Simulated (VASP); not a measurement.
# TiAl in VASP: a series of runs

TiAl is run at these levels: PBE; tasks: single point.

Everything below comes from runs of VASP 6.6.1. Logs are shortened: lines on timing, memory, paths and dates and some standing lists are left out, and cuts for length are marked.

## (1) The cell of the first run

Symmetry: Pm-3m, No. 221, cubic system. Conventional cell: a = 2.925 Å, b = 2.925 Å, c = 2.925 Å, α = 90.00°, β = 90.00°, γ = 90.00°. Within 3.3 Å of Ti (site symmetry m-3m) lie 8 Al at 2.53 Å and 6 Ti at 2.92 Å. Al (site symmetry m-3m) has 8 Ti at 2.53 Å and 6 Al at 2.92 Å within 3.3 Å.

## (2) Single point, PBE (strain -0.080 along x and y, -0.080 along z)

Contents of INCAR:

```
PREC = Accurate
ENCUT = 520
EDIFF = 1E-6
ISMEAR = 0
SIGMA = 0.15
LREAL = False
LASPH = True
NELM = 100
ALGO = Normal
ISIF = 2
LWAVE = False
LCHARG = False
GGA = PE
NBANDS = 14
```

Contents of KPOINTS:

```
regular mesh
0
Gamma
  16 16 16
```

Contents of POSCAR:

```
TiAl
1.0
    2.9247388800      0.0000000000      0.0000000000
    0.0000000000      2.9247388800      0.0000000000
    0.0000000000      0.0000000000      2.9247388800
Ti Al
1 1
Direct
    0.0000000000      0.0000000000      0.0000000000
    0.5000000000      0.5000000000      0.5000000000
```

Potentials or basis: VASP PAW PBE potentials, release 64 (Ti_sv, Al).

Launch:

```sh
$ cat potpaw_PBE.64/Ti_sv/POTCAR potpaw_PBE.64/Al/POTCAR > POTCAR
$ mpirun -np 1 vasp_std > vasp.out
```

OUTCAR:

```text
PREC = Accurate
   ENCUT = 520
   EDIFF = 1E-6
   ISMEAR = 0
   LREAL = False
   LASPH = True
   NELM = 100
   ISIF = 2
   GGA = PE

 ion  position               nearest neighbor table
   1  0.000  0.000  0.000-   2 2.53   2 2.53   2 2.53   2 2.53   2 2.53   2 2.53   2 2.53   2 2.53

   2  0.500  0.500  0.500-   1 2.53   1 2.53   1 2.53   1 2.53   1 2.53   1 2.53   1 2.53   1 2.53

  LATTYP: Found a simple cubic cell.
 ALAT       =     2.9247388800

  Lattice vectors:

 A1 = (   2.9247388800,   0.0000000000,   0.0000000000)
 A2 = (   0.0000000000,   2.9247388800,   0.0000000000)
 A3 = (   0.0000000000,   0.0000000000,   2.9247388800)

Analysis of symmetry for initial positions (statically):
=====================================================================
 Subroutine PRICEL returns:
 Original cell was already a primitive cell.

 Routine SETGRP: Setting up the symmetry group for a
 simple cubic supercell.

 Subroutine GETGRP returns: Found 48 space group operations
 (whereof 48 operations were pure point group operations)
 out of a pool of 48 trial point group operations.

The static configuration has the point symmetry O_h .

Analysis of symmetry for dynamics (positions and initial velocities):
=====================================================================
 Subroutine PRICEL returns:
 Original cell was already a primitive cell.

 Routine SETGRP: Setting up the symmetry group for a
 simple cubic supercell.

 Subroutine GETGRP returns: Found 48 space group operations
 (whereof 48 operations were pure point group operations)
 out of a pool of 48 trial point group operations.

The dynamic configuration has the point symmetry O_h .

 Subroutine INISYM returns: Found 48 space group operations
 (whereof 48 operations are pure point group operations),
 and found     1 'primitive' translations

----------------------------------------------------------------------------------------

                                     Primitive cell

  volume of cell :      25.0185

  direct lattice vectors                    reciprocal lattice vectors
     2.924738880  0.000000000  0.000000000     0.341910865  0.000000000  0.000000000
     0.000000000  2.924738880  0.000000000     0.000000000  0.341910865  0.000000000
     0.000000000  0.000000000  2.924738880     0.000000000  0.000000000  0.341910865

  length of vectors
     2.924738880  2.924738880  2.924738880     0.341910865  0.341910865  0.341910865

  position of ions in fractional coordinates (direct lattice)
     0.000000000  0.000000000  0.000000000
     0.500000000  0.500000000  0.500000000

  ion indices of the primitive-cell ions
   primitive index   ion index
                 1           1
                 2           2

----------------------------------------------------------------------------------------

 KPOINTS: regular mesh

Automatic generation of k-mesh.
 Grid dimensions read from file:
 generate k-points for:   16   16   16

 Generating k-lattice:

  Cartesian coordinates                     Fractional coordinates (reciprocal lattice)
     0.021369429  0.000000000  0.000000000     0.062500000  0.000000000  0.000000000
     0.000000000  0.021369429  0.000000000     0.000000000  0.062500000  0.000000000
     0.000000000  0.000000000  0.021369429     0.000000000  0.000000000  0.062500000

  Length of vectors
     0.021369429  0.021369429  0.021369429

  Shift w.r.t. Gamma in fractional coordinates (k-lattice)
     0.000000000  0.000000000  0.000000000

 Subroutine IBZKPT returns following result:
 ===========================================

 Found    165 irreducible k-points:

 Following reciprocal coordinates:
            Coordinates               Weight
  0.000000  0.000000  0.000000      1.000000
  0.062500  0.000000  0.000000      6.000000
  0.125000  0.000000  0.000000      6.000000
  0.187500  0.000000  0.000000      6.000000
  0.250000  0.000000  0.000000      6.000000
  0.312500  0.000000  0.000000      6.000000
[... 16 lines left out ...]
  0.437500  0.125000  0.000000     24.000000
  0.500000  0.125000  0.000000     12.000000
 [... further k-points ...]
   k-points           NKPTS =    165   k-points in BZ     NKDIM =    165   number of bands    NBANDS=     14
   number of dos      NEDOS =    301   number of ions     NIONS =      2
   total plane-waves  NPLWV =  13824
   dimension x,y,z NGX =    24 NGY =   24 NGZ =   24
   dimension x,y,z NGXF=    48 NGYF=   48 NGZF=   48
   ions per type =               1   1
   NGX,Y,Z   is equivalent  to a cutoff of  13.64, 13.64, 13.64 a.u.
   NGXF,Y,Z  is equivalent  to a cutoff of  27.28, 27.28, 27.28 a.u.
 SYSTEM =  unknown system
   PREC   = accura    normal or accurate (medium, high low for compatibility)
   ISTART =      0    job   : 0-new  1-cont  2-samecut
   ICHARG =      2    charge: 1-file 2-atom 10-const
   ISPIN  =      1    spin polarized calculation?
   LNONCOLLINEAR =      F non collinear calculations
   LSORBIT =      F    spin-orbit coupling
   LASPH  =      T    aspherical Exc in radial PAW
   ENCUT  =  520.0 eV  38.22 Ry    6.18 a.u.   5.44  5.44  5.44*2*pi/ulx,y,z
   NELM   =    100;   NELMIN=  2; NELMDL= -5     # of ELM steps
   EDIFF  = 0.1E-05   stopping-criterion for ELM
   LREAL  =      F    real-space projection
   EDIFFG = 0.1E-04   stopping-criterion for IOM
   NSW    =      0    number of steps for IOM
   IBRION =     -1    ionic relax: 0-MD 1-quasi-New 2-CG
   NFREE  =      0    steps in history (QN), initial steepest desc. (CG)
   ISIF   =      2    stress and relaxation
   ISYM   =      2    0-nonsym 1-usesym 2-fastsym
   POTIM  = 0.5000    time-step for ionic-motion
   TEBEG  =    0.0;   TEEND  =   0.0 temperature during run
   PSTRESS=    0.0 pullay stress
   NELECT =      15.0000    total number of electrons
   NUPDOWN=      -1.0000    fix difference up-down
   EMIN   =  10.00;   EMAX   =-10.00  energy-range for DOS
   EFERMI =   0.00;   METHOD = LEGACY
   ISMEAR =     0;   SIGMA  =   0.15  broadening in eV -4-tet -1-fermi 0-gaus
   EFERMI_NEDOS =   21; number of points for ismear=-14 and -15
   IALGO  =     38    algorithm
   IMIX   =      4    mixing-type and parameters
     AMIX     =   0.40;   BMIX     =  1.00
     AMIX_MAG =   1.60;   BMIX_MAG =  1.00
  volume/ion in A,a.u.               =      12.51        84.42
  Fermi-wavevector in a.u.,A,eV,Ry     =   1.380442  2.608657 25.927534  1.905620
  Thomas-Fermi vector in A             =   2.505319
   LORBIT       =      0    0 simple, 1 ext, 2 COOP (PROOUT), +10 PAW based schemes
   GGA     = PE    functional components
   LHFCALC =     F    Hartree Fock is set to
   AEXX    =    0.0000 exact exchange contribution
   IVDW    =     0    specifies the selected vdW correction
   LEPSILON=     F    determine dielectric tensor
   LRPA    =     F    only Hartree local field effects (RPA)
 non-spin polarized calculation
 Gauss-broadening in eV      SIGMA  =   0.15
  energy-cutoff  :      520.00
  volume of cell :       25.02
 maximum number of plane-waves:       695
 NGX is ok and might be reduce to    24
   NGX = 11   NGY = 11   NGZ = 11

 number of electron      15.0000005 magnetization

 Free energy of the ion-electron system (eV)
  ---------------------------------------------------
  ext. energy  EPLUGINS =         0.00000000
  ---------------------------------------------------
  free energy    TOTEN  =       -11.24374502 eV

  energy without entropy =      -11.22421190  energy(sigma->0) =      -11.23397846

 E-fermi :  11.6873     XC(G=0): -12.2089

 val. band max:       11.6852962732   @ k =   0.3125   0.2500   0.0625
 cond. band min:      11.6980260282   @ k =   0.4375   0.0625   0.0625
 fundamental gap:      0.0127297551
 Fermi energy:        11.6872775433

 k-point     1 :       0.0000    0.0000    0.0000
  band No.  band energies     occupation
      1     -44.7017      2.00000
      2     -20.8592      2.00000
      3     -20.8592      2.00000
      4     -20.8592      2.00000
      5       1.3251      2.00000
      6       9.5398      2.00000
      7       9.5398      2.00000
      8      14.1130      0.00000
      9      14.1130      0.00000
     10      14.1130      0.00000
     11      17.5318      0.00000
     12      17.5318      0.00000
     13      17.5318      0.00000
     14      22.0351      0.00000

 k-point     2 :       0.0625    0.0000    0.0000
  band No.  band energies     occupation
      1     -44.7000      2.00000
      2     -20.8757      2.00000
      3     -20.8577      2.00000
      4     -20.8577      2.00000
      5       1.4034      2.00000
      6       9.5270      2.00000
      7       9.5780      2.00000
      8      13.9661      0.00000
      9      13.9661      0.00000
     10      14.1242      0.00000
     11      17.2288      0.00000
     12      17.7240      0.00000
     13      17.7240      0.00000
     14      21.8877      0.00000

 k-point     3 :       0.1250    0.0000    0.0000
  band No.  band energies     occupation
      1     -44.6951      2.00000
      2     -20.9225      2.00000
      3     -20.8537      2.00000
      4     -20.8537      2.00000
      5       1.6355      2.00000
      6       9.4611      2.00000
      7       9.6901      2.00000
      8      13.6088      0.00000
      9      13.6088      0.00000
     10      14.1564      0.00000
     11      16.5812      0.00000
     12      18.2193      0.00000
     13      18.2193      0.00000
     14      21.4751      0.00000
[... 324 lines left out ...]
 k-point    23 :       0.4375    0.1250    0.0000
  band No.  band energies     occupation
      1     -44.6521      2.00000
      2     -21.2552      2.00000
      3     -20.8813      2.00000
      4     -20.8173      2.00000
      5       4.8950      2.00000
      6       6.7429      2.00000
      7      10.8092      2.00000
      8      11.5632      1.75774
      9      12.0340      0.00108
     10      14.0440      0.00000
     11      15.7942      0.00000
     12      18.8834      0.00000
     13      21.0374      0.00000
     14      22.6595      0.00000

 k-point    24 :       0.5000    0.1250    0.0000
  band No.  band energies     occupation
      1     -44.6504      2.00000
      2     -21.2706      2.00000
      3     -20.8797      2.00000
      4     -20.8159      2.00000
      5       5.5016      2.00000
      6       6.1052      2.00000
      7      10.9312      2.00000
      8      11.4532      1.97265
      9      11.9777      0.00617
     10      14.0587      0.00000
     11      15.8414      0.00000
     12      18.8119      0.00000
     13      21.3511      0.00000
     14      23.1308      0.00000

 [... further k-points ...]
[... 5 lines left out ...]
  --------------------------------------------------------------------------------------
  -------------------------------------------------------------------------------------
  Total        7.3689748      7.3689748      7.3689748      0.0000000     -0.0000000     -0.0000000
  in kB      471.9069361    471.9069361    471.9069361      0.0000000     -0.0000000     -0.0000000
  external PRESSURE =     471.9069361 kB  Pullay stress =       0.0000000 kB

 VOLUME and BASIS-vectors are now :
 -----------------------------------------------------------------------------
  energy-cutoff  :      520.00
  volume of cell :       25.02
      direct lattice vectors                 reciprocal lattice vectors
     2.924738880  0.000000000  0.000000000     0.341910865  0.000000000  0.000000000
     0.000000000  2.924738880  0.000000000     0.000000000  0.341910865  0.000000000
     0.000000000  0.000000000  2.924738880     0.000000000  0.000000000  0.341910865

 POSITION                                       TOTAL-FORCE (eV/Angst)
 -----------------------------------------------------------------------------------
      0.00000      0.00000      0.00000         0.000000      0.000000      0.000000
      1.46237      1.46237      1.46237         0.000000      0.000000      0.000000
 -----------------------------------------------------------------------------------
    total drift:                               -0.000000      0.000000      0.000000

  FREE ENERGIE OF THE ION-ELECTRON SYSTEM (eV)
  ---------------------------------------------------
  free  energy   TOTEN  =       -11.2437450190 eV

  energy  without entropy=      -11.2242118972  energy(sigma->0) =      -11.23397846
```

It took 62 s on 1 thread of AMD EPYC 7R13 (Zen 3), shared host; peak memory 0.15 GiB.

What came out:

```
Free energy : -11.2437 eV
Pressure    : 47.2 GPa
```

Caveat: the cell differs from its parent crystal (strain -0.080 along x and y, -0.080 along z).

## (3) Single point, PBE (strain +0.080 along x and y, +0.080 along z)

Contents of INCAR:

```
SYSTEM = TiAl
ALGO = Normal
EDIFF = 1E-7
ENCUT = 520
GGA = PE
ISIF = 2
ISMEAR = 0
LASPH = .TRUE.
LCHARG = .FALSE.
LREAL = .FALSE.
LWAVE = .FALSE.
NBANDS = 14
NELM = 60
PREC = Accurate
SIGMA = 0.15
```

Contents of KPOINTS:

```
k-points
0
G
  16 16 16
  0 0 0
```

Contents of POSCAR:

```
TiAl
1.0
    3.4333891200      0.0000000000      0.0000000000
    0.0000000000      3.4333891200      0.0000000000
    0.0000000000      0.0000000000      3.4333891200
Ti Al
1 1
Direct
    0.0000000000      0.0000000000      0.0000000000
    0.5000000000      0.5000000000      0.5000000000
```

Potentials or basis: VASP PAW PBE potentials, release 64 (Ti_sv, Al).

Launch:

```sh
$ cat potpaw_PBE.64/Ti_sv/POTCAR potpaw_PBE.64/Al/POTCAR > POTCAR
$ mpirun -np 1 vasp_std > vasp.out
```

OUTCAR:

```text
SYSTEM = TiAl
   EDIFF = 1E-7
   ENCUT = 520
   GGA = PE
   ISIF = 2
   ISMEAR = 0
   LASPH = .TRUE.
   LREAL = .FALSE.
   NELM = 60
   PREC = Accurate

 ion  position               nearest neighbor table
   1  0.000  0.000  0.000-   2 2.97   2 2.97   2 2.97   2 2.97   2 2.97   2 2.97   2 2.97   2 2.97

   2  0.500  0.500  0.500-   1 2.97   1 2.97   1 2.97   1 2.97   1 2.97   1 2.97   1 2.97   1 2.97

  LATTYP: Found a simple cubic cell.
 ALAT       =     3.4333891200

  Lattice vectors:

 A1 = (   3.4333891200,   0.0000000000,   0.0000000000)
 A2 = (   0.0000000000,   3.4333891200,   0.0000000000)
 A3 = (   0.0000000000,   0.0000000000,   3.4333891200)

Analysis of symmetry for initial positions (statically):
=====================================================================
 Subroutine PRICEL returns:
 Original cell was already a primitive cell.

 Routine SETGRP: Setting up the symmetry group for a
 simple cubic supercell.

 Subroutine GETGRP returns: Found 48 space group operations
 (whereof 48 operations were pure point group operations)
 out of a pool of 48 trial point group operations.

The static configuration has the point symmetry O_h .

Analysis of symmetry for dynamics (positions and initial velocities):
=====================================================================
 Subroutine PRICEL returns:
 Original cell was already a primitive cell.

 Routine SETGRP: Setting up the symmetry group for a
 simple cubic supercell.

 Subroutine GETGRP returns: Found 48 space group operations
 (whereof 48 operations were pure point group operations)
 out of a pool of 48 trial point group operations.

The dynamic configuration has the point symmetry O_h .

 Subroutine INISYM returns: Found 48 space group operations
 (whereof 48 operations are pure point group operations),
 and found     1 'primitive' translations

----------------------------------------------------------------------------------------

                                     Primitive cell

  volume of cell :      40.4733

  direct lattice vectors                    reciprocal lattice vectors
[... 115 lines left out ...]
   IVDW    =     0    specifies the selected vdW correction
   LEPSILON=     F    determine dielectric tensor
   LRPA    =     F    only Hartree local field effects (RPA)
 non-spin polarized calculation
 Gauss-broadening in eV      SIGMA  =   0.15
  energy-cutoff  :      520.00
  volume of cell :       40.47
 maximum number of plane-waves:      1108
 NGX is ok and might be reduce to    28
   NGX = 13   NGY = 13   NGZ = 13

 number of electron      14.9999998 magnetization

 Free energy of the ion-electron system (eV)
  ---------------------------------------------------
  ext. energy  EPLUGINS =         0.00000000
  ---------------------------------------------------
  free energy    TOTEN  =       -11.64422772 eV

  energy without entropy =      -11.60637430  energy(sigma->0) =      -11.62530101

 E-fermi :   6.5079     XC(G=0): -10.1344

 val. band max:        6.5077767642   @ k =   0.3125   0.3125   0.0625
 cond. band min:       6.5082602918   @ k =   0.3125   0.3125   0.1875
 fundamental gap:      0.0004835275
 Fermi energy:         6.5079236702

 k-point     1 :       0.0000    0.0000    0.0000
  band No.  band energies     occupation
      1     -50.8292      2.00000
      2     -27.0376      2.00000
      3     -27.0376      2.00000
      4     -27.0376      2.00000
      5      -1.7180      2.00000
      6       5.5318      2.00000
      7       5.5318      2.00000
      8       7.8362      0.00000
      9       7.8362      0.00000
     10       7.8362      0.00000
     11       9.9980      0.00000
     12       9.9980      0.00000
     13       9.9980      0.00000
     14      14.1389      0.00000
[... 377 lines left out ...]
      1     -50.8236      2.00000
      2     -27.1059      2.00000
      3     -27.0415      2.00000
      4     -27.0308      2.00000
      5       1.0033      2.00000
      6       2.2374      2.00000
      7       6.2017      1.99611
      8       6.3628      1.82867
      9       6.6764      0.11224
     10       7.8161      0.00000
     11       8.6262      0.00000
     12      11.9197      0.00000
     13      13.2360      0.00000
     14      13.8630      0.00000

 [... further k-points ...]
[... 5 lines left out ...]
  --------------------------------------------------------------------------------------
  -------------------------------------------------------------------------------------
  Total       -3.9373686     -3.9373686     -3.9373686      0.0000000      0.0000000     -0.0000000
  in kB     -155.8646321   -155.8646321   -155.8646321      0.0000000      0.0000000     -0.0000000
  external PRESSURE =    -155.8646321 kB  Pullay stress =       0.0000000 kB

 VOLUME and BASIS-vectors are now :
 -----------------------------------------------------------------------------
  energy-cutoff  :      520.00
  volume of cell :       40.47
      direct lattice vectors                 reciprocal lattice vectors
     3.433389120  0.000000000  0.000000000     0.291257403  0.000000000  0.000000000
     0.000000000  3.433389120  0.000000000     0.000000000  0.291257403  0.000000000
     0.000000000  0.000000000  3.433389120     0.000000000  0.000000000  0.291257403

 POSITION                                       TOTAL-FORCE (eV/Angst)
 -----------------------------------------------------------------------------------
      0.00000      0.00000      0.00000         0.000000      0.000000      0.000000
      1.71669      1.71669      1.71669         0.000000      0.000000      0.000000
 -----------------------------------------------------------------------------------
    total drift:                               -0.000000     -0.000000     -0.000000

  FREE ENERGIE OF THE ION-ELECTRON SYSTEM (eV)
  ---------------------------------------------------
  free  energy   TOTEN  =       -11.6442277229 eV

  energy  without entropy=      -11.6063743030  energy(sigma->0) =      -11.62530101
```

stdout:

```text
POSCAR found type information on POSCAR TiAl
 POSCAR found :  2 types and       2 ions
 scaLAPACK will be used
 LDA part: xc-table for (Slater+PW92), standard interpolation
 POSCAR, INCAR and KPOINTS ok, starting setup
 FFT: planning ... GRIDC
 FFT: planning ... GRID_SOFT
 FFT: planning ... GRID
 WAVECAR not read
 entering main loop
```

It took 2.3 min on 1 thread of AMD EPYC 7R13 (Zen 3), shared host; peak memory 0.19 GiB.

What came out:

* Free energy: -11.6442 eV
* Pressure: -15.6 GPa

Caveat: the cell differs from its parent crystal (strain +0.080 along x and y, +0.080 along z).

[end of part 1 of 2]
